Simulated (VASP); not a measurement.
# Rh (P6/mmm) in VASP: further runs

Rh is run at these levels: RPBE; tasks: single point.

All numbers are computed with VASP 6.6.1; they aren't measurements. Logs are shortened: lines on timing, memory, paths and dates and some standing lists are left out, and cuts for length are marked.

### 1 The cell of the first run

The structure is hexagonal, space group P6/mmm (No. 191). Conventional cell: a = 4.424 Å, b = 4.424 Å, c = 2.716 Å, α = 90.00°, β = 90.00°, γ = 120.00°. Within 3.6 Å of Rh (site symmetry 6/mmm) lie 14 Rh at 2.72 to 2.89 Å. Rh (site symmetry -6m2) has 11 Rh at 2.55 to 2.89 Å within 3.4 Å.

### 2 Single point, RPBE (volume scaled by 1.04)

File INCAR:

```
SYSTEM = Rh
ALGO     = Normal         ! electronic algorithm
EDIFF    = 1E-6           ! SCF threshold, eV
ENCUT    = 520            ! plane-wave cutoff, eV
GGA      = RP             ! functional
ISIF     = 2              ! what is computed and relaxed
ISMEAR   = -1             ! smearing method
LASPH    = .True.         ! aspherical terms in the spheres
LCHARG   = .False.        ! write CHGCAR
LREAL    = .False.        ! projectors in reciprocal space
LWAVE    = .False.        ! write WAVECAR
NBANDS   = 30             ! bands
NELM     = 60             ! most SCF steps
PREC     = Accurate       ! precision mode
SIGMA    = 0.1            ! smearing width, eV
```

File KPOINTS:

```
k-points
0
Gamma
  9 9 13
  0 0 0
```

File POSCAR:

```
Rh
1.0
    4.4237898038      0.0000000000      0.0000000000
   -2.2118949019      3.8311143511      0.0000000000
    0.0000000000      0.0000000000      2.7157220386
Rh
3
Direct
    0.0000000000      0.0000000000      0.0000000000
    0.3333333333      0.6666666667      0.5000000000
    0.6666666667      0.3333333333      0.5000000000
```

Potentials or basis: VASP PAW PBE potentials, release 64 (Rh_pv).

Run with:

```sh
cat potpaw_PBE.64/Rh_pv/POTCAR > POTCAR
mpirun -np 1 vasp_std > vasp.out
```

OUTCAR:

```text
SYSTEM = Rh
   EDIFF = 1E-6
   ENCUT = 520
   GGA = RP
   ISIF = 2
   ISMEAR = -1
   LASPH = .True.
   LREAL = .False.
   NELM = 60
   PREC = Accurate

 ion  position               nearest neighbor table
   1  0.000  0.000  0.000-   2 2.89   3 2.89   2 2.89   3 2.89   3 2.89   3 2.89   2 2.89   2 2.89
                             3 2.89   3 2.89   2 2.89   2 2.89
   2  0.333  0.667  0.500-   3 2.55   3 2.55   3 2.55   1 2.89   1 2.89   1 2.89   1 2.89   1 2.89
                             1 2.89
   3  0.667  0.333  0.500-   2 2.55   2 2.55   2 2.55   1 2.89   1 2.89   1 2.89   1 2.89   1 2.89
                             1 2.89

  LATTYP: Found a hexagonal cell.
 ALAT       =     4.4237898038
 C/A-ratio  =     0.6138903879

  Lattice vectors:

 A1 = (   4.4237898038,   0.0000000000,   0.0000000000)
 A2 = (  -2.2118949019,   3.8311143511,   0.0000000000)
 A3 = (   0.0000000000,   0.0000000000,   2.7157220386)

Analysis of symmetry for initial positions (statically):
=====================================================================
 Subroutine PRICEL returns:
 Original cell was already a primitive cell.

 Routine SETGRP: Setting up the symmetry group for a
 hexagonal supercell.

 Subroutine GETGRP returns: Found 24 space group operations
 (whereof 24 operations were pure point group operations)
 out of a pool of 24 trial point group operations.

The static configuration has the point symmetry D_6h.

Analysis of symmetry for dynamics (positions and initial velocities):
=====================================================================
 Subroutine PRICEL returns:
 Original cell was already a primitive cell.

 Routine SETGRP: Setting up the symmetry group for a
 hexagonal supercell.

 Subroutine GETGRP returns: Found 24 space group operations
 (whereof 24 operations were pure point group operations)
 out of a pool of 24 trial point group operations.

The dynamic configuration has the point symmetry D_6h.

 Subroutine INISYM returns: Found 24 space group operations
 (whereof 24 operations are pure point group operations),
 and found     1 'primitive' translations

----------------------------------------------------------------------------------------

                                     Primitive cell

  volume of cell :      46.0262

  direct lattice vectors                    reciprocal lattice vectors
     4.423789804  0.000000000  0.000000000     0.226050523  0.130510330  0.000000000
    -2.211894902  3.831114351  0.000000000     0.000000000  0.261020661  0.000000000
     0.000000000  0.000000000  2.715722039     0.000000000  0.000000000  0.368226198

  length of vectors
     4.423789804  4.423789804  2.715722039     0.261020661  0.261020661  0.368226198

  position of ions in fractional coordinates (direct lattice)
     0.000000000  0.000000000  0.000000000
     0.333333333  0.666666667  0.500000000
     0.666666667  0.333333333  0.500000000

  ion indices of the primitive-cell ions
   primitive index   ion index
                 1           1
                 2           2
                 3           3

----------------------------------------------------------------------------------------

 KPOINTS: k-points

Automatic generation of k-mesh.
 Grid dimensions read from file:
 generate k-points for:    9    9   13

 Generating k-lattice:

  Cartesian coordinates                     Fractional coordinates (reciprocal lattice)
     0.025116725  0.014501148  0.000000000     0.111111111  0.000000000  0.000000000
     0.000000000  0.029002296  0.000000000     0.000000000  0.111111111  0.000000000
     0.000000000  0.000000000  0.028325092     0.000000000  0.000000000  0.076923077

  Length of vectors
     0.029002296  0.029002296  0.028325092

  Shift w.r.t. Gamma in fractional coordinates (k-lattice)
     0.000000000  0.000000000  0.000000000

 Subroutine IBZKPT returns following result:
 ===========================================

 Found     84 irreducible k-points:

 Following reciprocal coordinates:
            Coordinates               Weight
  0.000000  0.000000  0.000000      1.000000
  0.111111  0.000000  0.000000      6.000000
  0.222222  0.000000  0.000000      6.000000
  0.333333 -0.000000  0.000000      6.000000
  0.444444  0.000000  0.000000      6.000000
  0.111111  0.111111  0.000000      6.000000
[... 16 lines left out ...]
  0.333333  0.222222  0.076923     24.000000
  0.333333  0.333333  0.076923      4.000000
 [... further k-points ...]
   k-points           NKPTS =     84   k-points in BZ     NKDIM =     84   number of bands    NBANDS=     30
   number of dos      NEDOS =    301   number of ions     NIONS =      3
   total plane-waves  NPLWV =  25920
   dimension x,y,z NGX =    36 NGY =   36 NGZ =   20
   dimension x,y,z NGXF=    72 NGYF=   72 NGZF=   40
   ions per type =               3
   NGX,Y,Z   is equivalent  to a cutoff of  13.53, 13.53, 12.24 a.u.
   NGXF,Y,Z  is equivalent  to a cutoff of  27.06, 27.06, 24.49 a.u.
 SYSTEM =  Rh
   PREC   = accura    normal or accurate (medium, high low for compatibility)
   ISTART =      0    job   : 0-new  1-cont  2-samecut
   ICHARG =      2    charge: 1-file 2-atom 10-const
   ISPIN  =      1    spin polarized calculation?
   LNONCOLLINEAR =      F non collinear calculations
   LSORBIT =      F    spin-orbit coupling
   LASPH  =      T    aspherical Exc in radial PAW
   ENCUT  =  520.0 eV  38.22 Ry    6.18 a.u.   8.23  8.23  5.05*2*pi/ulx,y,z
   NELM   =     60;   NELMIN=  2; NELMDL= -5     # of ELM steps
   EDIFF  = 0.1E-05   stopping-criterion for ELM
   LREAL  =      F    real-space projection
   EDIFFG = 0.1E-04   stopping-criterion for IOM
   NSW    =      0    number of steps for IOM
   IBRION =     -1    ionic relax: 0-MD 1-quasi-New 2-CG
   NFREE  =      0    steps in history (QN), initial steepest desc. (CG)
   ISIF   =      2    stress and relaxation
   ISYM   =      2    0-nonsym 1-usesym 2-fastsym
   POTIM  = 0.5000    time-step for ionic-motion
   TEBEG  =    0.0;   TEEND  =   0.0 temperature during run
   PSTRESS=    0.0 pullay stress
   NELECT =      45.0000    total number of electrons
   NUPDOWN=      -1.0000    fix difference up-down
   EMIN   =  10.00;   EMAX   =-10.00  energy-range for DOS
   EFERMI =   0.00;   METHOD = LEGACY
   ISMEAR =    -1;   SIGMA  =   0.10  broadening in eV -4-tet -1-fermi 0-gaus
   EFERMI_NEDOS =   21; number of points for ismear=-14 and -15
   IALGO  =     38    algorithm
   IMIX   =      4    mixing-type and parameters
     AMIX     =   0.40;   BMIX     =  1.00
     AMIX_MAG =   1.60;   BMIX_MAG =  1.00
  volume/ion in A,a.u.               =      15.34       103.53
  Fermi-wavevector in a.u.,A,eV,Ry     =   1.624840  3.070503 35.920825  2.640106
  Thomas-Fermi vector in A             =   2.718061
   LORBIT       =      0    0 simple, 1 ext, 2 COOP (PROOUT), +10 PAW based schemes
   GGA     = RP    functional components
   LHFCALC =     F    Hartree Fock is set to
   AEXX    =    0.0000 exact exchange contribution
   IVDW    =     0    specifies the selected vdW correction
   LEPSILON=     F    determine dielectric tensor
   LRPA    =     F    only Hartree local field effects (RPA)
 non-spin polarized calculation
  energy-cutoff  :      520.00
  volume of cell :       46.03
 maximum number of plane-waves:      1260
 NGX is ok and might be reduce to    36
   NGX = 17   NGY = 17   NGZ = 11

 number of electron      45.0000003 magnetization

 Free energy of the ion-electron system (eV)
  ---------------------------------------------------
  ext. energy  EPLUGINS =         0.00000000
  ---------------------------------------------------
  free energy    TOTEN  =       -19.26699018 eV

  energy without entropy =      -19.05736297  energy(sigma->0) =      -19.16217658

 E-fermi :  10.1319     XC(G=0): -13.2103

 val. band max:       10.1275580937   @ k =   0.1111   0.1111   0.1538
 cond. band min:      10.1377027933   @ k =   0.2222   0.0000   0.0769
 fundamental gap:      0.0101446995
 Fermi energy:        10.1318708223

 k-point     1 :       0.0000    0.0000    0.0000
  band No.  band energies     occupation
      1     -36.6084      2.00000
      2     -36.6084      2.00000
      3     -36.2866      2.00000
      4     -36.2866      2.00000
      5     -36.1224      2.00000
      6     -36.0282      2.00000
[... 22 lines left out ...]
     29      18.0408      0.00000
     30      18.6761      0.00000

 k-point     2 :       0.1111    0.0000    0.0000
  band No.  band energies     occupation
      1     -36.6187      2.00000
      2     -36.6049      2.00000
      3     -36.2727      2.00000
      4     -36.2721      2.00000
      5     -36.1187      2.00000
      6     -36.0463      2.00000
[... 22 lines left out ...]
     29      19.5163      0.00000
     30      19.7636      0.00000

 k-point     3 :       0.2222    0.0000    0.0000
  band No.  band energies     occupation
      1     -36.6419      2.00000
      2     -36.5886      2.00000
      3     -36.2475      2.00000
      4     -36.2362      2.00000
      5     -36.1087      2.00000
      6     -36.0892      2.00000
[... 22 lines left out ...]
     29      20.7317      0.00000
     30      21.5040      0.00000

 k-point     4 :       0.3333   -0.0000    0.0000
  band No.  band energies     occupation
      1     -36.6648      2.00000
      2     -36.5532      2.00000
      3     -36.2580      2.00000
      4     -36.1929      2.00000
      5     -36.1156      2.00000
      6     -36.0956      2.00000
[... 22 lines left out ...]
     29      22.4478      0.00000
     30      23.1565      0.00000

 k-point     5 :       0.4444    0.0000    0.0000
  band No.  band energies     occupation
      1     -36.6783      2.00000
      2     -36.5108      2.00000
      3     -36.3065      2.00000
      4     -36.1565      2.00000
      5     -36.1105      2.00000
      6     -36.0866      2.00000
[... 22 lines left out ...]
     29      24.4335      0.00000
     30      24.5116      0.00000
[... 526 lines left out ...]
     29      24.2545      0.00000
     30      24.8573      0.00000

 k-point    22 :       0.2222    0.2222    0.0769
  band No.  band energies     occupation
      1     -36.6565      2.00000
      2     -36.5380      2.00000
      3     -36.2982      2.00000
      4     -36.1669      2.00000
      5     -36.1211      2.00000
      6     -36.1035      2.00000
[... 22 lines left out ...]
     29      20.7892      0.00000
     30      24.9777      0.00000

 k-point    23 :       0.3333    0.2222    0.0769
  band No.  band energies     occupation
      1     -36.6606      2.00000
      2     -36.4921      2.00000
      3     -36.3644      2.00000
      4     -36.1403      2.00000
      5     -36.1074      2.00000
      6     -36.0987      2.00000
[... 22 lines left out ...]
     29      22.5493      0.00000
     30      24.4903      0.00000

 k-point    24 :       0.3333    0.3333    0.0769
  band No.  band energies     occupation
      1     -36.6576      2.00000
      2     -36.4359      2.00000
      3     -36.4359      2.00000
      4     -36.1307      2.00000
      5     -36.0986      2.00000
      6     -36.0948      2.00000
[... 22 lines left out ...]
     29      22.7238      0.00000
     30      22.7238      0.00000

 [... further k-points ...]
[... 5 lines left out ...]
  --------------------------------------------------------------------------------------
  -------------------------------------------------------------------------------------
  Total       -2.2049693     -2.2049693     -2.2559026     -0.0000000      0.0000000     -0.0000000
  in kB      -76.7552724    -76.7552724    -78.5282662     -0.0000000      0.0000000     -0.0000000
  external PRESSURE =     -77.3462703 kB  Pullay stress =       0.0000000 kB

 VOLUME and BASIS-vectors are now :
 -----------------------------------------------------------------------------
  energy-cutoff  :      520.00
  volume of cell :       46.03
      direct lattice vectors                 reciprocal lattice vectors
     4.423789804  0.000000000  0.000000000     0.226050523  0.130510330  0.000000000
    -2.211894902  3.831114351  0.000000000     0.000000000  0.261020661  0.000000000
     0.000000000  0.000000000  2.715722039     0.000000000  0.000000000  0.368226198

 POSITION                                       TOTAL-FORCE (eV/Angst)
 -----------------------------------------------------------------------------------
      0.00000      0.00000      0.00000        -0.000000      0.000000     -0.000000
     -0.00000      2.55408      1.35786        -0.000000      0.000000     -0.000000
      2.21189      1.27704      1.35786         0.000000      0.000000      0.000000
 -----------------------------------------------------------------------------------
    total drift:                                0.000000      0.000000     -0.000000

  FREE ENERGIE OF THE ION-ELECTRON SYSTEM (eV)
  ---------------------------------------------------
  free  energy   TOTEN  =       -19.2669901846 eV

  energy  without entropy=      -19.0573629691  energy(sigma->0) =      -19.16217658
```

Run time: 86 s. Hardware: 1 thread of Intel Xeon Platinum 8375C at 2.90GHz (Ice Lake), shared host; peak memory 0.21 GiB.

What came out:

```yaml
Free_energy: -19.2670 eV
Pressure: -7.7 GPa
```

Stress tensor (GPa, compression positive):
```
-7.68  0.00  0.00
 0.00 -7.68  0.00
 0.00  0.00 -7.85
```

Levels at points of the mesh, in eV from the Fermi level:
| k point | band 21 | band 22 | band 23 | band 24 | band 25 | band 26 |
| --- | --- | --- | --- | --- | --- | --- |
| (0.00, 0.00, 0.00) | -1.43 | -1.36 | -1.36 | 0.64 | 0.64 | 7.88 |

Caveat: the PAW data sets were made with another functional, which shifts forces and pressure a little.

(Part 1 of 2 ends here.)
